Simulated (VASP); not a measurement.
A run of VASP 6.6.1 is set up as follows.

INCAR

```
PREC = Accurate
ENCUT = 520
EDIFF = 1E-6
ISMEAR = 0
SIGMA = 0.1
LREAL = False
LASPH = True
NELM = 80
ALGO = Normal
ISIF = 2
LWAVE = False
LCHARG = False
GGA = PE
NBANDS = 66
```

File KPOINTS:

```
regular mesh
0
Gamma
  6 6 1
```

File POSCAR:

```
ZnCd2Se3
1.0
    4.2657637177     -0.0012203357     -0.0004194967
   -2.1339785616      3.6920469551      0.0014663205
   -0.0018443234      0.0071567203     21.0829836634
Zn Cd Se
2 4 6
Direct
   -0.0011854774     -0.0008886522      0.5048055948
    0.0017636822      0.0012445505      0.8312711088
    0.6677755567      0.3348743012      0.9957425535
    0.6668535190      0.3324365751      0.3428536337
    0.6651767357      0.3334248382      0.6694335498
   -0.0004870827     -0.0017235393      0.1692617596
    0.6663223909      0.3317138456      0.1223758885
    0.6656547304      0.3325189696      0.4701212139
    0.6682540366      0.3345373871      0.7965506654
    0.0001552097     -0.0005064016      0.2959026169
   -0.0014291594      0.0004551213      0.6226163076
    0.0011458582      0.0019130045      0.9490641075
```

Potentials or basis: VASP PAW PBE potentials, release 64 (Zn, Cd, Se).

Launch:

```console
$ cat potpaw_PBE.64/Zn/POTCAR potpaw_PBE.64/Cd/POTCAR potpaw_PBE.64/Se/POTCAR > POTCAR
$ mpirun -np 1 vasp_std > vasp.out
```

What does it give for the largest force?

0.028 eV/Å.

Estimate the band gap on the k mesh.

0.57 eV.

Forces in eV/Å, atoms in the order of the input:
```
Zn   0.001  0.002 -0.010
Zn  -0.002  0.000 -0.011
Cd   0.000 -0.001 -0.004
Cd  -0.001  0.001  0.028
Cd   0.002  0.001  0.004
Cd  -0.001  0.002  0.000
Se   0.001  0.001  0.000
Se   0.000 -0.001  0.004
Se  -0.001 -0.001  0.016
Se  -0.001  0.000 -0.009
Se   0.002 -0.001 -0.011
Se   0.000 -0.003 -0.006
```

Caveat: semilocal functionals underestimate gaps, and a narrow one can read as zero.
